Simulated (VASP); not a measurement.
# Mg16HO16 (a cell with a defect) in VASP: notebook, part 2 of 2

VASP 6.6.1. The steps go on from the part before.

### 3 Single point, PBE

Input file INCAR:

```
PREC = Accurate
ENCUT = 520
EDIFF = 1E-6
ISMEAR = -1
SIGMA = 0.01
LREAL = Auto
LASPH = T
NELM = 120
ALGO = Normal
ISIF = 2
LWAVE = F
LCHARG = F
GGA = PE
NELECT = 130.0
NBANDS = 86
GGA_COMPAT = F
```

Input file KPOINTS:

```
Automatic mesh
0
Gamma
  1 1 1
```

Input file POSCAR:

```
Mg16HO16
1.0
   -4.2543812300      4.2543812300      4.2543812300
    4.2543812300     -4.2543812300      4.2543812300
    4.2543812300      4.2543812300     -4.2543812300
Mg O H
16 16 1
Direct
    0.0043288071      0.0045911445      0.0038320679
   -0.0043255161      0.2497709470      0.7499027798
   -0.0043303754      0.5001946852      0.4994302806
    0.0043440569      0.7541278635      0.2542109184
    0.2495208581     -0.0041226117      0.7498690210
    0.2549349723      0.2550965217      0.5048217668
    0.2495658690      0.5002519405      0.2455701349
    0.2460783838      0.7506650945      0.0003040839
    0.5000067257     -0.0041288678      0.4994328424
    0.4999848058      0.2497772187      0.2455046380
    0.5000080086      0.5002809208     -0.0049828068
    0.5000072289      0.7453636136      0.7498850381
    0.7538996654      0.0046058367      0.2542402303
    0.7504133112      0.2463362426      0.0002879003
    0.7451265620      0.5002483127      0.7498362902
    0.7504589862      0.7506671795      0.4959864212
    0.0040843068      0.0042953046      0.5061377449
    0.0041187172      0.2564672797      0.2539883735
   -0.0041141790      0.5002059873      0.0020185006
   -0.0040858825      0.7523734863      0.7499051703
    0.2562300506      0.0042961022      0.2539700304
    0.2478746788      0.2480946345     -0.0063284548
    0.2158193518      0.5001979090      0.7499045301
    0.2478500819      0.7439726706      0.4977538025
    0.4999885923     -0.0038501128      0.0020176219
    0.4999167274      0.2159918617      0.7498091429
    0.5000349274      0.5002297303      0.4657126493
    0.4999858508      0.7523724706      0.2458001698
    0.7521552359     -0.0038483068      0.7498890210
    0.7437763440      0.2480618589      0.4977215946
    0.7521532504      0.5002213938      0.2457849304
    0.7841664771      0.7844387134      0.0341073066
    0.5000478923      0.5002687406      0.7499077871
```

Potentials or basis: VASP PAW PBE potentials, release 64 (Mg, O, H).

Started as:

```console
> cat potpaw_PBE.64/Mg/POTCAR potpaw_PBE.64/O/POTCAR potpaw_PBE.64/H/POTCAR > POTCAR
> mpirun -np 1 vasp_gam > vasp.out
```

OUTCAR:

```text
PREC = Accurate
   ENCUT = 520
   EDIFF = 1E-6
   ISMEAR = -1
   LREAL = Auto
   LASPH = T
   NELM = 120
   ISIF = 2
   GGA = PE
   NELECT = 130.0

 ion  position               nearest neighbor table
   1  0.004  0.005  0.004-  32 2.01  22 2.12  29 2.12  20 2.12  18 2.14  21 2.14  10 2.98  14 2.98
                             7 2.98   8 2.98   2 3.00   5 3.00  13 3.01   4 3.01   6 3.01  12 3.03
   2  0.996  0.250  0.750-  23 2.01  29 2.12  22 2.12  17 2.12  19 2.14  30 2.14  14 2.98  13 2.98
                             7 2.98   9 2.98  16 3.00   1 3.00   8 3.01   3 3.01  15 3.01  11 3.03
   3  0.996  0.500  0.499-  23 2.01  31 2.12  18 2.12  24 2.12  30 2.14  20 2.14  13 2.98   5 2.98
                            16 2.98  10 2.98  14 3.00   4 3.00   8 3.01   2 3.01  15 3.01  12 3.03
   4  0.004  0.754  0.254-  32 2.01  24 2.12  19 2.12  31 2.12  21 2.14  17 2.14   8 2.98   5 2.98
                            16 2.98   9 2.98   7 3.00   3 3.00   1 3.01  13 3.01   6 3.01  11 3.03
   5  0.250  0.996  0.750-  26 2.01  20 2.12  17 2.12  22 2.12  25 2.14  24 2.14  10 2.98   8 2.98
                             4 2.98   3 2.98  16 3.00   1 3.00  14 3.01   9 3.01  12 3.01   6 3.03
   6  0.255  0.255  0.505-  33 1.81  21 2.14  17 2.14  18 2.14  26 2.26  23 2.26  27 2.26  15 2.95
                            11 2.95  12 2.95   4 3.01   1 3.01  13 3.01   5 3.03   9 3.03   2 3.03
   7  0.250  0.500  0.246-  27 2.01  19 2.12  24 2.12  18 2.12  28 2.14  22 2.14   9 2.98   1 2.98
                             2 2.98   8 2.98   4 3.00  14 3.00  16 3.01  10 3.01  11 3.01  12 3.03
   8  0.246  0.751  0.000-  23 2.01  21 2.12  25 2.12  28 2.12  20 2.14  19 2.14   4 2.98   5 2.98
                             1 2.98   7 2.98  10 3.00   9 3.00   3 3.01   2 3.01  15 3.01  11 3.03
   9  0.500  0.996  0.499-  26 2.01  28 2.12  21 2.12  30 2.12  29 2.14  24 2.14   7 2.98  16 2.98
[... 16 lines left out ...]
  18  0.004  0.256  0.254-  14 2.12   3 2.12   7 2.12   1 2.14  13 2.14   6 2.14
  19  0.996  0.500  0.002-   7 2.12  14 2.12   4 2.12   2 2.14   8 2.14  15 2.14
  20  0.996  0.752  0.750-   5 2.12  16 2.12   1 2.12   8 2.14   3 2.14  15 2.14
  21  0.256  0.004  0.254-   8 2.12   9 2.12  10 2.12   4 2.14   1 2.14   6 2.14
  22  0.248  0.248  0.994-   1 2.12   2 2.12   5 2.12  10 2.14   7 2.14  11 2.14
[... 8 lines left out ...]
  31  0.752  0.500  0.246-   3 2.12  14 2.12   4 2.12  10 2.14  16 2.14  11 2.14
  32  0.784  0.784  0.034-  13 2.01   1 2.01   4 2.01  11 2.26  12 2.26  15 2.26
  33  0.500  0.500  0.750-  15 1.81  12 1.81  11 1.81   6 1.81

[... 205 lines left out ...]
  energy-cutoff  :      520.00
  volume of cell :      308.01
 maximum number of plane-waves:      4196
 NGX is ok and might be reduce to    54
   NGX = 27   NGY = 27   NGZ = 27

 number of electron     130.0000003 magnetization

 Free energy of the ion-electron system (eV)
  ---------------------------------------------------
  ext. energy  EPLUGINS =         0.00000000
  ---------------------------------------------------
  free energy    TOTEN  =      -184.14938668 eV

  energy without entropy =     -184.14938668  energy(sigma->0) =     -184.14938668

 E-fermi :   5.5067     XC(G=0): -11.0229

 val. band max:        5.2016465221   @ k =   0.0000   0.0000   0.0000
 cond. band min:       7.9017009411   @ k =   0.0000   0.0000   0.0000
 fundamental gap:      2.7000544190
 Fermi energy:         5.5066582364

 k-point     1 :       0.0000    0.0000    0.0000
  band No.  band energies     occupation
      1     -14.1362      2.00000
      2     -13.0717      2.00000
      3     -13.0714      2.00000
      4     -13.0294      2.00000
      5     -13.0294      2.00000
      6     -13.0291      2.00000
[... 69 lines left out ...]
     76      12.1156      0.00000
     77      12.3957      0.00000
 [bands above 77 left out]

------------------------ aborting loop because EDIFF is reached ----------------------------------------

  FORCE on cell =-STRESS in cart. coord.  units (eV):
  Direction    XX          YY          ZZ          XY          YZ          ZX
  --------------------------------------------------------------------------------------
  -------------------------------------------------------------------------------------
  Total       15.3338449     15.3106091     15.3303921      0.0032805     -0.0000076      0.0013590
  in kB       79.7613409     79.6404761     79.7433803      0.0170638     -0.0000397      0.0070689
  external PRESSURE =      79.7150658 kB  Pullay stress =       0.0000000 kB

 VOLUME and BASIS-vectors are now :
 -----------------------------------------------------------------------------
  energy-cutoff  :      520.00
  volume of cell :      308.01
      direct lattice vectors                 reciprocal lattice vectors
    -4.254381230  4.254381230  4.254381230     0.000000000  0.117525904  0.117525904
     4.254381230 -4.254381230  4.254381230     0.117525904  0.000000000  0.117525904
     4.254381230  4.254381230 -4.254381230     0.117525904  0.117525904  0.000000000

 POSITION                                       TOTAL-FORCE (eV/Angst)
 -----------------------------------------------------------------------------------
      0.01742      0.01519      0.02165        -0.002759     -0.001468     -0.001102
      0.01701      6.36373      2.10823        -0.000863      0.000830      0.003415
      0.01683      4.23271      4.23921        -0.001274      0.002405      0.002115
      4.27138     -2.10836      2.14532        -0.000532     -0.002834     -0.002853
      6.36551      0.01494      2.10817         0.001701     -0.000607      0.003202
      2.14839      2.14702      0.02216        -0.001179     -0.002855     -0.000892
[... 25 lines left out ...]
      0.14626      0.14395      6.52834        -0.003712     -0.002191     -0.001334
      3.19133      3.18945      1.06533         0.000175     -0.000207     -0.000204
 -----------------------------------------------------------------------------------
    total drift:                               -0.005510      0.005400     -0.007446

  FREE ENERGIE OF THE ION-ELECTRON SYSTEM (eV)
  ---------------------------------------------------
  free  energy   TOTEN  =      -184.1493866769 eV

  energy  without entropy=     -184.1493866769  energy(sigma->0) =     -184.14938668
```

OSZICAR:

```text
N       E                     dE             d eps       ncg     rms          rms(c)
DAV:   1     0.130232492269E+04    0.13023E+04   -0.72954E+04   180   0.148E+03
DAV:   2    -0.622753867644E+02   -0.13646E+04   -0.12914E+04   250   0.332E+02
DAV:   3    -0.208669092728E+03   -0.14639E+03   -0.14533E+03   200   0.116E+02
DAV:   4    -0.211538548014E+03   -0.28695E+01   -0.28618E+01   216   0.175E+01
DAV:   5    -0.211563027541E+03   -0.24480E-01   -0.24461E-01   200   0.172E+00    0.298E+01
DAV:   6    -0.184670651034E+03    0.26892E+02   -0.12526E+02   200   0.350E+01    0.939E+00
DAV:   7    -0.184342462252E+03    0.32819E+00   -0.22118E+00   192   0.550E+00    0.567E+00
DAV:   8    -0.184165642558E+03    0.17682E+00   -0.85113E-01   192   0.407E+00    0.977E-01
DAV:   9    -0.184149218992E+03    0.16424E-01   -0.75912E-02   216   0.897E-01    0.470E-01
DAV:  10    -0.184149874862E+03   -0.65587E-03   -0.37710E-02   208   0.593E-01    0.243E-01
DAV:  11    -0.184149321310E+03    0.55355E-03   -0.34465E-03   192   0.237E-01    0.865E-02
DAV:  12    -0.184149396138E+03   -0.74828E-04   -0.16330E-03   192   0.156E-01    0.492E-02
DAV:  13    -0.184149380933E+03    0.15205E-04   -0.10955E-04   232   0.617E-02    0.327E-02
DAV:  14    -0.184149385828E+03   -0.48950E-05   -0.11271E-04   208   0.432E-02    0.659E-03
DAV:  15    -0.184149386677E+03   -0.84905E-06   -0.78409E-06   184   0.123E-02
   1 F= -.18414939E+03 E0= -.18414939E+03  d E =-.356742E-13
```

Run time: 44 s. Hardware: 1 thread of Intel Xeon 6975P-C (Granite Rapids), shared host; peak memory 0.4 GiB.

What came out:

- Free energy: -184.1494 eV
- Largest force: 0.010 eV/Å

Forces in eV/Å, atoms in the order of the input:
```
Mg  -0.003 -0.001 -0.001
Mg  -0.001  0.001  0.003
Mg  -0.001  0.002  0.002
Mg  -0.001 -0.003 -0.003
Mg   0.002 -0.001  0.003
Mg  -0.001 -0.003 -0.001
Mg   0.000  0.003 -0.002
Mg  -0.003  0.003  0.002
Mg   0.004 -0.003  0.002
Mg   0.004  0.002 -0.002
Mg   0.001  0.001 -0.002
Mg   0.002 -0.001  0.001
Mg  -0.004 -0.001 -0.002
Mg   0.002 -0.003  0.002
Mg  -0.001  0.002  0.000
Mg   0.002  0.001 -0.003
O   -0.001 -0.002 -0.008
O   -0.002 -0.009 -0.002
O   -0.001  0.008  0.002
O   -0.003  0.001  0.008
O   -0.009 -0.002 -0.001
O    0.002  0.001 -0.010
O   -0.003  0.001  0.004
O    0.001 -0.008  0.002
O    0.008  0.000  0.001
O    0.003  0.000  0.004
O    0.002  0.002 -0.003
O    0.008  0.002 -0.001
O    0.002 -0.002  0.007
O   -0.007  0.001  0.002
O    0.002  0.009 -0.002
O   -0.004 -0.002 -0.001
H    0.000  0.000  0.000
```

Levels at points of the mesh, in eV from the Fermi level:
```tsv
k point	band 61	band 62	band 63	band 64	band 65	band 66	band 67	band 68	band 69	band 70
(0.00, 0.00, 0.00)	-2.93	-2.42	-2.42	-2.42	-0.31	2.40	6.10	6.10	6.10	6.47
```

Caveat: the k points lie up to 1.04 Å⁻¹ apart, too coarse for converged energies, forces and pressures; the cell carries a net charge on a neutralising background, which shifts energy and pressure; the cell is charged against a uniform background, so pressure and absolute levels hang on convention.

### 4 Single point, PBE

Input file INCAR:

```
PREC = Accurate ; ENCUT = 520
EDIFF = 1E-6 ; ISMEAR = -1
SIGMA = 0.01 ; LREAL = Auto
LASPH = T ; NELM = 120
ALGO = Normal ; ISIF = 2
LWAVE = F ; LCHARG = T
GGA = PE ; LELF = T
LVHAR = T ; NELECT = 130.0
NBANDS = 86 ; GGA_COMPAT = F
```

KPOINTS is that of step 3.

Input file POSCAR:

```
Mg16HO16
1.0
   -4.2543812300      4.2543812300      4.2543812300
    4.2543812300     -4.2543812300      4.2543812300
    4.2543812300      4.2543812300     -4.2543812300
Mg O H
16 16 1
Direct
   -0.0050772366     -0.0043248357     -0.0051544511
    0.0001913322      0.2547711268      0.7496449725
    0.0036606969      0.4999823441      0.4991916298
    0.0002010868      0.7504569589      0.2539120125
    0.2540422312      0.0008339638      0.7496423869
    0.2455439331      0.2462037235      0.4958591828
    0.2455439331      0.4966548332      0.2453984360
    0.2540384704      0.7504316909      0.0000507712
    0.4993482918      0.0043417595      0.4992372299
    0.4959788242      0.2462033709      0.2453980834
    0.4993292526      0.4999879853      0.0034904018
    0.5047657659      0.7504953899      0.7496875168
    0.7497730757      0.0008636979      0.2539358702
    0.7497506282      0.2547704217      0.0000497135
    0.7498213788      0.5054985399      0.7496353353
    0.7498051603      0.7504775260      0.5045952358
    0.0018873485      0.0025715843      0.5058634578
   -0.0064077473      0.2463654391      0.2455592114
    0.0018995712      0.5067191640      0.0017734659
    0.0338056211      0.7503206289      0.7495628219
    0.2456662775     -0.0057486621      0.2455318279
    0.2456412445      0.2463391133     -0.0065553599
    0.2538952063      0.4982965525      0.7496386261
    0.2538720537      0.7504452063      0.4974922052
    0.5059827466      0.0025561884      0.0017437318
    0.4976232466      0.2545319616      0.7496291065
    0.4658532917      0.4664960408      0.4656962771
    0.4976451064      0.7504342764      0.2537361937
    0.7497486303      0.0345926921      0.7496241704
    0.7497562695      0.2545293761      0.4974716382
    0.7497554468      0.4982981979      0.2537189174
    0.7497321767      0.7504184104      0.0336978499
    0.7499581790      0.7507296190      0.7497849458
```

Started as:

```console
> cat potpaw_PBE.64/Mg/POTCAR potpaw_PBE.64/O/POTCAR potpaw_PBE.64/H/POTCAR > POTCAR
> mpirun -np 1 vasp_gam > vasp.out
```

Run time: 51 s. Hardware: 1 thread of Intel Xeon 6975P-C (Granite Rapids), shared host; peak memory 0.4 GiB.

It converged, with:

```yaml
Free_energy: -184.1493 eV
Largest_force: 0.013 eV/Å
```

Forces on the atoms (eV/Å):
```
Mg   0.001  0.002  0.003
Mg  -0.001  0.000 -0.001
Mg   0.001 -0.002  0.000
Mg   0.000 -0.001 -0.001
Mg   0.001 -0.001  0.000
Mg  -0.002 -0.001  0.002
Mg   0.000  0.000  0.000
Mg   0.000  0.000  0.001
Mg  -0.001 -0.001  0.000
Mg   0.000 -0.001 -0.001
Mg   0.001  0.000  0.001
Mg   0.004 -0.004 -0.003
Mg   0.000 -0.001  0.000
Mg  -0.001  0.001  0.000
Mg  -0.004  0.004 -0.005
Mg  -0.003 -0.004  0.004
O   -0.001 -0.001  0.011
O    0.011  0.001  0.002
O   -0.004  0.012 -0.003
O   -0.002  0.003  0.004
O    0.002  0.011  0.002
O    0.001  0.003  0.012
O    0.002 -0.002 -0.011
O    0.003 -0.009 -0.002
O    0.012 -0.001 -0.001
O   -0.001  0.002 -0.011
O   -0.004 -0.004 -0.006
O   -0.001 -0.011  0.002
O    0.005 -0.001  0.004
O   -0.010  0.003 -0.002
O   -0.011 -0.001  0.002
O    0.002  0.002 -0.002
H   -0.001  0.000 -0.002
```

Levels at points of the mesh, in eV from the Fermi level:
| k point | band 63 | band 64 | band 65 | band 66 | band 67 | band 68 |
| --- | --- | --- | --- | --- | --- | --- |
| (0.00, 0.00, 0.00) | -2.42 | -2.42 | -0.30 | 2.39 | 6.10 | 6.10 |

Caveat: the k points lie up to 1.04 Å⁻¹ apart, too coarse for converged energies, forces and pressures; the cell carries a net charge on a neutralising background, which shifts energy and pressure; the cell is charged against a uniform background, so pressure and absolute levels hang on convention.

### 5 Single point, PBE

Input file INCAR:

```
ALGO = Normal
EDIFF = 1E-6
ENCUT = 520
GGA = PE
GGA_COMPAT = F
ISIF = 2
ISMEAR = -1
LASPH = T
LCHARG = T
LELF = T
LREAL = Auto
LVHAR = T
LWAVE = F
NBANDS = 86
NELECT = 130.0
NELM = 120
PREC = Accurate
SIGMA = 0.01
```

Input file KPOINTS:

```
k-points
0
Gamma
  1 1 1
```

Input file POSCAR:

```
Mg16HO16
1.0
   -4.2543812300      4.2543812300      4.2543812300
    4.2543812300     -4.2543812300      4.2543812300
    4.2543812300      4.2543812300     -4.2543812300
Mg O H
16 16 1
Direct
    0.0028983063      0.0036127463      0.0035952349
   -0.0057560662      0.2487924666      0.7496658921
   -0.0057608848      0.4992161927      0.4991933927
    0.0029135847      0.7531494774      0.2539740662
    0.2480903668     -0.0051010943      0.7496321621
    0.2535044327      0.2541180354      0.5045848935
    0.2481353793      0.4992735454      0.2453333267
    0.2446477981      0.7496865766      0.0000671073
    0.4985762642     -0.0051073232      0.4991959783
    0.4985542868      0.2487986955      0.2452677472
    0.4985774394      0.4993024567     -0.0052196780
    0.4985767343      0.7443852182      0.7496481457
    0.7524691199      0.0036274370      0.2540033301
    0.7489828315      0.2453577720      0.0000510062
    0.7436960463      0.4992697845      0.7495993724
    0.7490285491      0.7496886921      0.4957495311
    0.0026537349      0.0033168161      0.5059008311
    0.0026881700      0.2554888575      0.2537514721
   -0.0055447546      0.4992274752      0.0017815752
   -0.0055164309      0.7513949332      0.7496682426
    0.2547994506      0.0033176387      0.2537331381
    0.2464441815      0.2471161946     -0.0065652320
    0.2143888737      0.4992194834      0.7496676550
    0.2464196186      0.7429941816      0.4975168857
    0.4985581652     -0.0048285518      0.0017807525
    0.4984862393      0.2150134063      0.7495723415
    0.4986043529      0.4992512154      0.4654756809
    0.4985553446      0.7513939930      0.2455633248
    0.7507246829     -0.0048267889      0.7496521415
    0.7423459087      0.2470834049      0.4974846836
    0.7507226850      0.4992428711      0.2455480465
    0.7827359186      0.7834602307      0.0338703779
    0.4986173982      0.4992903516      0.7496709457
```

Started as:

```console
> cat potpaw_PBE.64/Mg/POTCAR potpaw_PBE.64/O/POTCAR potpaw_PBE.64/H/POTCAR > POTCAR
> mpirun -np 1 vasp_gam > vasp.out
```

Run time: 45 s. Hardware: 1 thread of Intel Xeon 6975P-C (Granite Rapids), shared host; peak memory 0.4 GiB.

It converged, with:

```yaml
Free_energy: -184.1493 eV
Largest_force: 0.010 eV/Å
```

Forces on the atoms (eV/Å):
```
Mg  -0.003 -0.002 -0.002
Mg  -0.002  0.002  0.002
Mg  -0.001  0.003  0.002
Mg  -0.001 -0.002 -0.003
Mg   0.002  0.000  0.002
Mg  -0.001 -0.003 -0.001
Mg   0.000  0.003 -0.003
Mg  -0.003  0.003  0.001
Mg   0.004 -0.002  0.001
Mg   0.004  0.003 -0.001
Mg   0.001  0.001 -0.002
Mg   0.001 -0.001  0.000
Mg  -0.003 -0.001 -0.003
Mg   0.002 -0.003  0.001
Mg  -0.002  0.002 -0.001
Mg   0.002  0.001 -0.003
O   -0.001 -0.003 -0.008
O    0.000 -0.010 -0.002
O   -0.002  0.009  0.003
O   -0.003  0.002  0.008
O   -0.010  0.000  0.001
O    0.002  0.000 -0.010
O    0.001  0.001  0.007
O    0.002 -0.010  0.003
O    0.009 -0.002  0.001
O    0.002  0.001  0.006
O    0.003  0.004 -0.003
O    0.010  0.001 -0.001
O    0.002  0.000  0.007
O   -0.008  0.002  0.002
O    0.000  0.008 -0.001
O   -0.006 -0.004 -0.004
H    0.000  0.000 -0.001
```

Levels at points of the mesh, in eV from the Fermi level:
| k point | band 61 | band 62 | band 63 | band 64 | band 65 | band 66 | band 67 | band 68 | band 69 | band 70 |
| --- | --- | --- | --- | --- | --- | --- | --- | --- | --- | --- |
| (0.00, 0.00, 0.00) | -2.93 | -2.42 | -2.42 | -2.42 | -0.31 | 2.40 | 6.10 | 6.10 | 6.10 | 6.47 |

Caveat: the k points lie up to 1.04 Å⁻¹ apart, too coarse for converged energies, forces and pressures; the cell carries a net charge on a neutralising background, which shifts energy and pressure; the cell is charged against a uniform background, so pressure and absolute levels hang on convention.
